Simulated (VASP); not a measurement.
Input of a VASP 6.6.1 run:

INCAR

```
PREC = Accurate
ENCUT = 520
EDIFF = 1E-6
ISMEAR = 0
SIGMA = 0.1
LREAL = F
LASPH = T
NELM = 60
ALGO = Normal
ISIF = 2
LWAVE = F
LCHARG = F
LDIPOL = T
IDIPOL = 3
DIPOL = 0.5 0.5 0.356
GGA = PS
IBRION = 2
NSW = 36
EDIFFG = -0.025
```

The input KPOINTS:

```
Automatic mesh
0
Gamma
  9 9 1
```

The input POSCAR:

```
Al3N
1.0
    2.8394270062      0.0000000000      0.0000000000
    0.0000000000      2.8394270062      0.0000000000
    0.0000000000      0.0000000000     19.6413451746
Al N
3 1
Selective dynamics
Direct
    0.5000000000      0.5000000000      0.2036520393  F F F
    0.0000000000      0.0000000000      0.3090064780  F F F
    0.5000000000      0.5000000000      0.4145003869  F F F
    0.6666666667      0.6666666667      0.4984183138  F F T
```

Potentials or basis: VASP PAW PBE potentials, release 64 (Al, N).

Launch:

```sh
$ cat potpaw_PBE.64/Al/POTCAR potpaw_PBE.64/N/POTCAR > POTCAR
$ mpirun -np 1 vasp_std > vasp.out
```

**Question.** Predict the band gap on the k mesh.

**Answer.** Zero (bands 7 and 8 overlap by 1.27 eV).

**Question.** Estimate the energy gained by relaxing.

**Answer.** 0.2 meV/atom.

Step by step:
| step | energy change (eV) | largest force on free atoms (eV/Å) | pressure (GPa) |
| --- | --- | --- | --- |
| 1 | 0.0000 | 0.1495 | -1.86 |
| 2 | -0.0006 | 0.0195 | -1.95 |

Caveat: the PAW data sets were made with another functional, which shifts forces and pressure a little.
